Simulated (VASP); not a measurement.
Set up this calculation in VASP 6.6.1, as the native input.

```yaml
Task: single point
Functional: PBE
Potentials_or_basis: VASP PAW PBE potentials, release 64 (La, O)
Cutoff: 520 eV
k_mesh: 6 × 6 × 4
Occupations: gaussian, width 0.01 eV
Spin: no spin polarisation
Dipole_correction: no
Further_INCAR_settings: ALGO = Normal; EDIFF = 1e-06; NBANDS = 28
```

The structure of La2O3 lies in POSCAR:

```
La2O3
1.0
    3.8299439156      0.0000000000      0.0000000000
   -1.9149719578      3.3168287253      0.0000000000
    0.0000000000      0.0000000000      5.9551671224
La O
2 3
Direct
    0.6666666667      0.3333333333      0.7537643200
    0.3333333333      0.6666666667      0.2462356800
    0.6666666667      0.3333333333      0.3541093500
    0.3333333333      0.6666666667      0.6458906500
    0.0000000000      0.0000000000      0.0000000000
```

The input as run:

INCAR

```
SYSTEM = La2O3
  ALGO = Normal
  EDIFF = 1E-6
  ENCUT = 520
  GGA = PE
  ISIF = 2
  ISMEAR = 0
  LASPH = .TRUE.
  LCHARG = .FALSE.
  LREAL = .FALSE.
  LWAVE = .FALSE.
  NBANDS = 28
  NELM = 60
  PREC = Accurate
  SIGMA = 0.01
```

KPOINTS

```
k-points
0
G
  6 6 4
  0 0 0
```

Potentials or basis: VASP PAW PBE potentials, release 64 (La, O).

Launch:

```bash
$ cat potpaw_PBE.64/La/POTCAR potpaw_PBE.64/O/POTCAR > POTCAR
$ mpirun -np 1 vasp_std > vasp.out
```

It gave:

```yaml
Pressure: 14.2 GPa
Largest_force: 0.651 eV/Å
Band_gap_on_the_k_mesh: 3.87 eV, indirect (least direct gap 3.91 eV)
```

Caveat: spin-orbit coupling is left out, which moves the levels of the heavy elements.

Wall time 31 s on 1 thread of Intel(R) Xeon(R) 6975P-C (Granite Rapids), with other jobs on the host, peak memory 0.21 GiB.
